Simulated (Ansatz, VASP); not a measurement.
## Two plane-wave programs on In6As

```
In As
1.0
     6.06152    0.00000    0.00000
    -3.03076    5.24943    0.00000
     0.00000    0.00000    5.99508
In As
6 1
Direct
  0.33333 0.66667 0.99910
  0.66667 0.33333 0.00090
  0.50000 0.00000 0.50000
  0.00000 0.50000 0.50000
  0.50000 0.50000 0.50000
  0.00000 0.00000 0.00000
  0.00000 0.00000 0.50000
```

Alike in both runs: functional PBE; k mesh 3 × 3 × 3; occupations gaussian, width 0.2 eV; no spin polarisation.

Ansatz relaxed the structure, and its values are those at the end. VASP's run is a single point on that final structure, the one shown.

|  | VASP | Ansatz |
| --- | --- | --- |
| version | VASP 6.6.1 | Ansatz 0.2.0 |
| potentials or method | VASP PAW PBE potentials, release 64 (In_d, As), cutoff 520 eV | scalar-relativistic, plane waves, PAW |
| valence electrons in the cell | 83 | 93 |

VASP gave:

| Quantity | Value |
| --- | --- |
| gap on the k mesh at the Fermi level (eV) | none |
| pressure (GPa) | 0.3 |
| rms of the force components (eV/Å) | 0.004 |

Task: Estimate Ansatz's values.

Result: gap on the k mesh at the Fermi level (eV): none; pressure (GPa): 0.3; rms of the force components (eV/Å): 0.003.

A gap of «none» marks a metal or a gap that the smearing closes. The functional is the same, so the differences come from potentials, cutoffs and numerics. VASP's potentials hold 83 valence electrons a cell and Ansatz's 93, so a difference there can come from the potentials and not from the codes.

The k mesh is coarse, so the values compare programs but aren't converged.
